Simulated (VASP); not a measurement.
# KIr (Fd-3m) in VASP: single point with PBE

Aim: the single point of KIr with PBE.

All numbers are computed with VASP 6.6.1; they aren't measurements. Logs are shortened: lines on timing, memory, paths and dates and some standing lists are left out, and cuts for length are marked.

**1. The cell of the first run**

It takes space group Fd-3m (No. 227, cubic). Conventional cell: a = 7.389 Å, b = 7.389 Å, c = 7.389 Å, α = 90.00°, β = 90.00°, γ = 90.00°. K (site symmetry -43m) has 4 K at 3.20 Å and 10 Ir at 3.20 to 3.69 Å within 4.2 Å. Within 4.2 Å of Ir (site symmetry -43m) lie 10 K at 3.20 to 3.69 Å and 4 Ir at 3.20 Å.

**2. Single point, PBE**

INCAR reads:

```
  ALGO = Fast
  EDIFF = 1E-7
  ENCUT = 520
  GGA = PE
  ISIF = 2
  ISMEAR = 0
  LASPH = True
  LCHARG = True
  LELF = True
  LREAL = False
  LVHAR = True
  LWAVE = False
  NBANDS = 26
  NELM = 80
  PREC = Accurate
  SIGMA = 0.1
```

KPOINTS reads:

```
k-points
0
Gamma
  4 4 4
```

POSCAR reads:

```
KIr
1.0
    0.0000000000      3.6945017500      3.6945017500
    3.6945017500      0.0000000000      3.6945017500
    3.6945017500      3.6945017500      0.0000000000
K Ir
2 2
Direct
    0.7500000000      0.7500000000      0.7500000000
    0.5000000000      0.5000000000      0.5000000000
    0.0000000000      0.0000000000      0.0000000000
    0.2500000000      0.2500000000      0.2500000000
```

Potentials or basis: VASP PAW PBE potentials, release 64 (K_sv, Ir).

The run is started by

```
cat potpaw_PBE.64/K_sv/POTCAR potpaw_PBE.64/Ir/POTCAR > POTCAR
mpirun -np 1 vasp_std > vasp.out
```

OUTCAR:

```text
EDIFF = 1E-7
   ENCUT = 520
   GGA = PE
   ISIF = 2
   ISMEAR = 0
   LASPH = True
   LREAL = False
   NELM = 80
   PREC = Accurate

 ion  position               nearest neighbor table
   1  0.750  0.750  0.750-   2 3.20   2 3.20   2 3.20   3 3.20   3 3.20   3 3.20   3 3.20   2 3.20

   2  0.500  0.500  0.500-   4 3.20   4 3.20   4 3.20   1 3.20   1 3.20   1 3.20   4 3.20   1 3.20

   3  0.000  0.000  0.000-   1 3.20   1 3.20   1 3.20   4 3.20   4 3.20   4 3.20   4 3.20   1 3.20

   4  0.250  0.250  0.250-   3 3.20   3 3.20   3 3.20   2 3.20   2 3.20   2 3.20   3 3.20   2 3.20

  LATTYP: Found a face centered cubic cell.
 ALAT       =     7.3890035000

  Lattice vectors:

 A1 = (   0.0000000000,   3.6945017500,   3.6945017500)
 A2 = (   3.6945017500,   0.0000000000,   3.6945017500)
 A3 = (   3.6945017500,   3.6945017500,   0.0000000000)

Analysis of symmetry for initial positions (statically):
=====================================================================
 Subroutine PRICEL returns:
 Original cell was already a primitive cell.

 Routine SETGRP: Setting up the symmetry group for a
 face centered cubic supercell.

 Subroutine GETGRP returns: Found 48 space group operations
 (whereof 24 operations were pure point group operations)
 out of a pool of 48 trial point group operations.

The static configuration has the point symmetry T_d .
 The point group associated with its full space group is O_h .

Analysis of symmetry for dynamics (positions and initial velocities):
=====================================================================
 Subroutine PRICEL returns:
 Original cell was already a primitive cell.

 Routine SETGRP: Setting up the symmetry group for a
 face centered cubic supercell.

 Subroutine GETGRP returns: Found 48 space group operations
 (whereof 24 operations were pure point group operations)
 out of a pool of 48 trial point group operations.

The dynamic configuration has the point symmetry T_d .
 The point group associated with its full space group is O_h .

 Subroutine INISYM returns: Found 48 space group operations
 (whereof 24 operations are pure point group operations),
 and found     1 'primitive' translations

----------------------------------------------------------------------------------------

                                     Primitive cell

  volume of cell :     100.8550

  direct lattice vectors                    reciprocal lattice vectors
     0.000000000  3.694501750  3.694501750    -0.135336247  0.135336247  0.135336247
     3.694501750  0.000000000  3.694501750     0.135336247 -0.135336247  0.135336247
     3.694501750  3.694501750  0.000000000     0.135336247  0.135336247 -0.135336247

  length of vectors
     5.224814481  5.224814481  5.224814481     0.234409255  0.234409255  0.234409255

  position of ions in fractional coordinates (direct lattice)
     0.750000000  0.750000000  0.750000000
     0.500000000  0.500000000  0.500000000
     0.000000000  0.000000000  0.000000000
     0.250000000  0.250000000  0.250000000

  ion indices of the primitive-cell ions
   primitive index   ion index
                 1           1
                 2           2
                 3           3
                 4           4

----------------------------------------------------------------------------------------

 KPOINTS: k-points

Automatic generation of k-mesh.
 Grid dimensions read from file:
 generate k-points for:    4    4    4

 Generating k-lattice:

  Cartesian coordinates                     Fractional coordinates (reciprocal lattice)
    -0.033834062  0.033834062  0.033834062     0.250000000  0.000000000  0.000000000
     0.033834062 -0.033834062  0.033834062     0.000000000  0.250000000  0.000000000
     0.033834062  0.033834062 -0.033834062     0.000000000  0.000000000  0.250000000

  Length of vectors
     0.058602314  0.058602314  0.058602314

  Shift w.r.t. Gamma in fractional coordinates (k-lattice)
     0.000000000  0.000000000  0.000000000

 Subroutine IBZKPT returns following result:
 ===========================================

 Found      8 irreducible k-points:

 Following reciprocal coordinates:
            Coordinates               Weight
  0.000000  0.000000  0.000000      1.000000
  0.250000  0.000000  0.000000      8.000000
  0.500000  0.000000  0.000000      4.000000
  0.250000  0.250000  0.000000      6.000000
  0.500000  0.250000  0.000000     24.000000
 -0.250000  0.250000  0.000000     12.000000
  0.500000  0.500000  0.000000      3.000000
 -0.250000  0.500000  0.250000      6.000000
   k-points           NKPTS =      8   k-points in BZ     NKDIM =      8   number of bands    NBANDS=     26
   number of dos      NEDOS =    301   number of ions     NIONS =      4
   total plane-waves  NPLWV =  64000
   dimension x,y,z NGX =    40 NGY =   40 NGZ =   40
   dimension x,y,z NGXF=    80 NGYF=   80 NGZF=   80
   ions per type =               2   2
   NGX,Y,Z   is equivalent  to a cutoff of  12.73, 12.73, 12.73 a.u.
   NGXF,Y,Z  is equivalent  to a cutoff of  25.45, 25.45, 25.45 a.u.
 SYSTEM =  unknown system
   PREC   = accura    normal or accurate (medium, high low for compatibility)
   ISTART =      0    job   : 0-new  1-cont  2-samecut
   ICHARG =      2    charge: 1-file 2-atom 10-const
   ISPIN  =      1    spin polarized calculation?
   LNONCOLLINEAR =      F non collinear calculations
   LSORBIT =      F    spin-orbit coupling
   LASPH  =      T    aspherical Exc in radial PAW
   ENCUT  =  520.0 eV  38.22 Ry    6.18 a.u.   9.71  9.71  9.71*2*pi/ulx,y,z
   NELM   =     80;   NELMIN=  2; NELMDL= -5     # of ELM steps
   EDIFF  = 0.1E-06   stopping-criterion for ELM
   LREAL  =      F    real-space projection
   EDIFFG = 0.1E-05   stopping-criterion for IOM
   NSW    =      0    number of steps for IOM
   IBRION =     -1    ionic relax: 0-MD 1-quasi-New 2-CG
   NFREE  =      0    steps in history (QN), initial steepest desc. (CG)
   ISIF   =      2    stress and relaxation
   ISYM   =      2    0-nonsym 1-usesym 2-fastsym
   POTIM  = 0.5000    time-step for ionic-motion
   TEBEG  =    0.0;   TEEND  =   0.0 temperature during run
   PSTRESS=    0.0 pullay stress
   NELECT =      36.0000    total number of electrons
   NUPDOWN=      -1.0000    fix difference up-down
   EMIN   =  10.00;   EMAX   =-10.00  energy-range for DOS
   EFERMI =   0.00;   METHOD = LEGACY
   ISMEAR =     0;   SIGMA  =   0.10  broadening in eV -4-tet -1-fermi 0-gaus
   EFERMI_NEDOS =   21; number of points for ismear=-14 and -15
   IALGO  =     68    algorithm
   IMIX   =      4    mixing-type and parameters
     AMIX     =   0.40;   BMIX     =  1.00
     AMIX_MAG =   1.60;   BMIX_MAG =  1.00
  volume/ion in A,a.u.               =      25.21       170.15
  Fermi-wavevector in a.u.,A,eV,Ry     =   1.161297  2.194532 18.348947  1.348610
  Thomas-Fermi vector in A             =   2.297870
   LORBIT       =      0    0 simple, 1 ext, 2 COOP (PROOUT), +10 PAW based schemes
   GGA     = PE    functional components
   LHFCALC =     F    Hartree Fock is set to
   AEXX    =    0.0000 exact exchange contribution
   IVDW    =     0    specifies the selected vdW correction
   LEPSILON=     F    determine dielectric tensor
   LRPA    =     F    only Hartree local field effects (RPA)
 non-spin polarized calculation
 RMM-DIIS sequential band-by-band and
 Gauss-broadening in eV      SIGMA  =   0.10
  energy-cutoff  :      520.00
  volume of cell :      100.86
 maximum number of plane-waves:      2764
 NGX is ok and might be reduce to    40
   NGX = 19   NGY = 19   NGZ = 19

 number of electron      35.9999996 magnetization

 Free energy of the ion-electron system (eV)
  ---------------------------------------------------
  ext. energy  EPLUGINS =         0.00000000
  ---------------------------------------------------
  free energy    TOTEN  =       -14.56175619 eV

  energy without entropy =      -14.51522490  energy(sigma->0) =      -14.53849055

 E-fermi :   2.3418     XC(G=0):  -9.7602

 val. band max:        2.3087716352   @ k =   0.2500   0.0000   0.0000
 cond. band min:       2.3555618778   @ k =   0.0000   0.0000   0.0000
 fundamental gap:      0.0467902427
 Fermi energy:         2.3418247590

 k-point     1 :       0.0000    0.0000    0.0000
  band No.  band energies     occupation
      1     -27.7587      2.00000
      2     -27.5034      2.00000
      3     -11.4373      2.00000
      4     -11.4373      2.00000
      5     -11.4373      2.00000
      6     -10.9807      2.00000
[... 18 lines left out ...]
     25       8.1769      0.00000
     26       8.1865      0.00000

 k-point     2 :       0.2500    0.0000    0.0000
  band No.  band energies     occupation
      1     -27.7318      2.00000
      2     -27.5303      2.00000
      3     -11.4794      2.00000
      4     -11.4794      2.00000
      5     -11.4722      2.00000
      6     -10.9722      2.00000
[... 18 lines left out ...]
     25       8.2463      0.00000
     26       9.0874      0.00000

 k-point     3 :       0.5000    0.0000    0.0000
  band No.  band energies     occupation
      1     -27.6945      2.00000
      2     -27.5676      2.00000
      3     -11.5174      2.00000
      4     -11.5158      2.00000
      5     -11.5158      2.00000
      6     -10.9495      2.00000
[... 18 lines left out ...]
     25       8.1321      0.00000
     26       8.3472      0.00000

 k-point     4 :       0.2500    0.2500    0.0000
  band No.  band energies     occupation
      1     -27.7212      2.00000
      2     -27.5410      2.00000
      3     -11.5227      2.00000
      4     -11.5227      2.00000
      5     -11.3800      2.00000
      6     -11.0752      2.00000
[... 18 lines left out ...]
     25       8.4705      0.00000
     26       8.4716      0.00000

 k-point     5 :       0.5000    0.2500    0.0000
  band No.  band energies     occupation
      1     -27.6760      2.00000
      2     -27.5862      2.00000
      3     -11.6012      2.00000
      4     -11.5537      2.00000
      5     -11.3471      2.00000
      6     -11.0995      2.00000
[... 18 lines left out ...]
     25       8.5457      0.00000
     26       8.9488      0.00000

 k-point     6 :      -0.2500    0.2500    0.0000
  band No.  band energies     occupation
      1     -27.6947      2.00000
      2     -27.5675      2.00000
      3     -11.5974      2.00000
      4     -11.5151      2.00000
      5     -11.3918      2.00000
      6     -11.0441      2.00000
[... 18 lines left out ...]
     25       8.6632      0.00000
     26       8.8845      0.00000

 k-point     7 :       0.5000    0.5000    0.0000
  band No.  band energies     occupation
      1     -27.6311      2.00000
      2     -27.6311      2.00000
      3     -11.5874      2.00000
      4     -11.5874      2.00000
      5     -11.2382      2.00000
      6     -11.2382      2.00000
[... 18 lines left out ...]
     25       8.7760      0.00000
     26       8.7760      0.00000

 k-point     8 :      -0.2500    0.5000    0.2500
  band No.  band energies     occupation
      1     -27.6311      2.00000
      2     -27.6311      2.00000
      3     -11.6030      2.00000
      4     -11.6030      2.00000
      5     -11.2180      2.00000
      6     -11.2180      2.00000
[... 18 lines left out ...]
     25       8.6892      0.00000
     26       8.6895      0.00000

------------------------ aborting loop because EDIFF is reached ----------------------------------------

  FORCE on cell =-STRESS in cart. coord.  units (eV):
  Direction    XX          YY          ZZ          XY          YZ          ZX
  --------------------------------------------------------------------------------------
  -------------------------------------------------------------------------------------
  Total       -3.9647117     -3.9647117     -3.9647117      0.0000000      0.0000000      0.0000000
  in kB      -62.9831781    -62.9831781    -62.9831781      0.0000000      0.0000000      0.0000000
  external PRESSURE =     -62.9831781 kB  Pullay stress =       0.0000000 kB

 VOLUME and BASIS-vectors are now :
 -----------------------------------------------------------------------------
  energy-cutoff  :      520.00
  volume of cell :      100.86
      direct lattice vectors                 reciprocal lattice vectors
     0.000000000  3.694501750  3.694501750    -0.135336247  0.135336247  0.135336247
     3.694501750  0.000000000  3.694501750     0.135336247 -0.135336247  0.135336247
     3.694501750  3.694501750  0.000000000     0.135336247  0.135336247 -0.135336247

 POSITION                                       TOTAL-FORCE (eV/Angst)
 -----------------------------------------------------------------------------------
      5.54175      5.54175      5.54175         0.000000      0.000000      0.000000
      3.69450      3.69450      3.69450        -0.000000     -0.000000     -0.000000
      0.00000      0.00000      0.00000         0.000000      0.000000      0.000000
      1.84725      1.84725      1.84725        -0.000000     -0.000000     -0.000000
 -----------------------------------------------------------------------------------
    total drift:                               -0.000000      0.000000      0.000000

  FREE ENERGIE OF THE ION-ELECTRON SYSTEM (eV)
  ---------------------------------------------------
  free  energy   TOTEN  =       -14.5617561925 eV

  energy  without entropy=      -14.5152248994  energy(sigma->0) =      -14.53849055
```

Run time: 2 min. Hardware: 1 thread of Intel Xeon 6975P-C, shared host; peak memory 0.24 GiB.

Results:

```
Free energy            : -14.5618 eV
Pressure               : -6.3 GPa
Band gap on the k mesh : zero (band 18 reaches 2.44 eV, above the bottom of band 19 at 2.12 eV)
```

Caveat: the k points lie up to 0.37 Å⁻¹ apart; spin-orbit coupling is left out, which moves the levels of the heavy elements.
